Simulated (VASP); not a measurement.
A run of VASP 6.6.1:

File INCAR:

```
SYSTEM = Au
PREC = Accurate ; ENCUT = 520
EDIFF = 1E-6 ; ISMEAR = 0
SIGMA = 0.1 ; LREAL = .FALSE.
LASPH = .TRUE. ; NELM = 60
ALGO = Fast ; ISIF = 2
LWAVE = .FALSE. ; LCHARG = .FALSE.
GGA = PE ; NBANDS = 30
```

Contents of KPOINTS:

```
Automatic mesh
0
G
  14 8 10
  0 0 0
```

POSCAR

```
Au
1.0
    2.8081129184      0.0000000000      0.0000000000
    0.0000000000      5.0379468346      0.0000000000
    0.0000000000      0.0000000000      4.7942902312
Au
4
Direct
    0.0000000000      0.3370861691      0.7500000000
    0.5000000000      0.1629138309      0.2500000000
    0.5000000000      0.8370861691      0.7500000000
    0.0000000000      0.6629138309      0.2500000000
```

Potentials or basis: VASP PAW PBE potentials, release 64 (Au).

Run with:

```console
$ cat potpaw_PBE.64/Au/POTCAR > POTCAR
$ mpirun -np 1 vasp_std > vasp.out
```

Hardware: 1 thread of Intel Xeon 8259CL, on a shared host.

Task: Estimate the wall time of this run.

Result: Wall time 6.3 min on 1 thread of Intel Xeon 8259CL (shared host), peak memory 0.45 GiB. Counts: scf iterations 13, k points 240.
